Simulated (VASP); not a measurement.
Si5N3:

```xyz
8
Lattice="4.6700 0.0000 0.0000 0.0000 4.6700 0.0000 0.0000 0.0000 4.6700" Properties=species:S:1:pos:R:3 pbc="T T T"
Si    0.0000    0.0000    0.0000
Si    3.5025    1.1675    3.5025
Si    1.1675    3.5025    3.5025
Si    1.1675    1.1675    1.1675
Si    3.5025    3.5025    1.1675
N     2.3350    2.3350    0.0000
N     2.3350    0.0000    2.3350
N     0.0000    2.3350    2.3350
```

| Property | Result |
| --- | --- |
| Program | VASP 6.6.1 |
| Task | relaxation of cell and atoms |
| Functional | PBE |
| Potentials or basis | VASP PAW PBE potentials, release 64 (Si, N) |
| Cutoff | 600 eV |
| k mesh | 4 × 4 × 4 |
| Occupations | gaussian, width 0.2 eV |
| Spin | no spin polarisation |

At the start: pressure 4.5 GPa; volume 12.73 Å³/atom.

Task: Where does the relaxation end?

Result: Over 7 steps the energy falls by 483.8 meV/atom and the volume is 12.15 Å³/atom (-4.6 %); space group P-43m (No. 215, to 0.05 Å).

Step by step:
```
step  energy change (eV)  largest force (eV/Å)  pressure (GPa)  volume (Å³)
   1              0.0000                6.3518            4.53       101.85
   2             -3.4989                0.2877          -10.60       107.24
   3             -3.4989                0.3038          -10.59       107.22
   4             -3.7585                0.9282            4.63        94.66
   5             -3.8375                0.4647           -1.28        98.44
   6             -3.8694                0.0947           -0.26        97.38
   7             -3.8703                0.0056           -0.01        97.18
```

Final structure:
```cif
data_structure
_symmetry_space_group_name_H-M 'P 1'
_symmetry_Int_Tables_number 1
_cell_length_a 4.5976
_cell_length_b 4.5976
_cell_length_c 4.5976
_cell_angle_alpha 90.000
_cell_angle_beta 90.000
_cell_angle_gamma 90.000
_cell_volume 97.18
loop_
_atom_site_label
_atom_site_type_symbol
_atom_site_fract_x
_atom_site_fract_y
_atom_site_fract_z
_atom_site_occupancy
Si1 Si 0.00000 0.00000 0.00000 1
Si2 Si 0.71137 0.28863 0.71137 1
Si3 Si 0.28863 0.71137 0.71137 1
Si4 Si 0.28863 0.28863 0.28863 1
Si5 Si 0.71137 0.71137 0.28863 1
N1 N 0.50000 0.50000 0.00000 1
N2 N 0.50000 0.00000 0.50000 1
N3 N 0.00000 0.50000 0.50000 1
```
